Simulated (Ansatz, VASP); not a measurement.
One calculation of H5CN, two programs

```
C N H
1.0
     6.38781    0.00000    0.00000
     0.00000    6.38781    0.00000
     0.00000    0.00000   24.92197
C N H
1 1 5
Cartesian
  -1.5981 6.8792 15.6175
  -1.5966 8.1162 14.8117
  -0.7092 6.2911 15.3543
  -2.4895 6.2943 15.3557
  -1.5968 7.0735 16.7010
  -0.7749 8.6905 15.0302
  -2.4184 8.6910 15.0284
```

Alike in both runs: task single point; functional PBE; dispersion D3(BJ); k mesh 3 × 3 × 1; occupations gaussian, width 0.1 eV; no spin polarisation.

|  | VASP | Ansatz |
| --- | --- | --- |
| version | VASP 6.6.1 | Ansatz 0.2.0 |
| potentials or method | VASP PAW PBE potentials, release 64 (C, N, H), cutoff 520 eV | scalar-relativistic, plane waves, PAW |
| valence electrons in the cell | 14 | 14 |

Ansatz gave:

```
gap on the k mesh at the Fermi level (eV) : 4.02
rms of the force components (eV/Å)        : 0.169
```

Task: Which values does VASP return?

Result: gap on the k mesh at the Fermi level (eV): 4.01; rms of the force components (eV/Å): 0.168.

Atom by atom the forces differ by 0.017 eV/Å (rms over components).
